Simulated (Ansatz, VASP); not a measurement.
# Pb, level by level in two programs

```
Pb
1.0
     0.00000    2.49141    2.49141
     2.49141    0.00000    2.49141
     2.49141    2.49141    0.00000
Pb
1
Direct
  0.00000 0.00000 0.00000
```

Single points on this cell with VASP 6.6.1 and Ansatz 0.2.0. Each row is one pair of runs. Alike in all rows: spin: off; k mesh: 9 × 9 × 9; smearing: fermi-dirac, width 0.05 eV; VASP's potentials, cutoff: VASP PAW PBE potentials, release 64 (Pb_d), 520 eV.

```tsv
level	Ansatz's potentials, cutoff	gap on the k mesh at the Fermi level (eV), VASP	gap on the k mesh at the Fermi level (eV), Ansatz	pressure (GPa), VASP	pressure (GPa), Ansatz
PBE+D4	Ansatz PAW, 420 eV	none	none	-0.9	-0.8
PBEsol+D3(BJ)	Ansatz PAW, 420 eV	none	none	-3.9	-3.8
r2SCAN+D3(BJ)	Ansatz PAW, 500 eV	none	none	-0.9	-0.9
RPBE	Ansatz PAW, 420 eV	none	none	2.8	2.9
revPBE+D3(BJ)	Ansatz PAW, 420 eV	none	none	-1.4	-1.4
BLYP+D4	Ansatz PAW, 420 eV	none	none	1.0	0.9
SVWN5	Ansatz PAW, 420 eV	none	none	-3.1	-3.0
r2SCAN+D4	Ansatz PAW, 500 eV	none	none	-0.5	-0.5
```

Pressure (GPa): the two programs differ by at most 0.11.

A gap of «none» marks a metal or a gap that the smearing closes.

Neither program's run includes spin-orbit coupling.
